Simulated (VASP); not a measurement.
Runs of VASP 6.6.1 on Cd3HgTe4. The structure is that of space group I-42m (No. 121), or close to it. The cells are those of the table. 

| cell | gap on the mesh (eV) | pressure (GPa) |
| --- | --- | --- |
| a = 8.036 Å, angles 131.8, 131.8, 70.5°, 8 atoms | 0.28 | (b) |
| a = 8.199 Å, angles 131.8, 131.8, 70.5°, 8 atoms | 0.12 | -0.9 |
| a = 7.952 Å, angles 131.8, 131.8, 70.5°, 8 atoms | 0.37 | 2.6 |
| a = 8.118 Å, angles 131.8, 131.8, 70.5°, 8 atoms | 0.20 | 0.1 |
| a = 8.277 Å, angles 131.8, 131.8, 70.5°, 8 atoms | (c) | (a) |

Alike in all rows: task single point; level PBE; potentials or basis VASP PAW PBE potentials, release 64 (Cd, Te, Hg); no spin polarisation; k mesh 4 × 4 × 4; cutoff (eV) 520; smearing gaussian 0.01 eV.

Task: Fill in the values left out.

Result: (a) -1.7; (b) 1.2; (c) 0.04.

Caveats: spin-orbit coupling is left out, which moves the levels of the heavy elements.

A k mesh can miss the band edges, and the runs leave out spin-orbit coupling on Cd, Hg, Te.
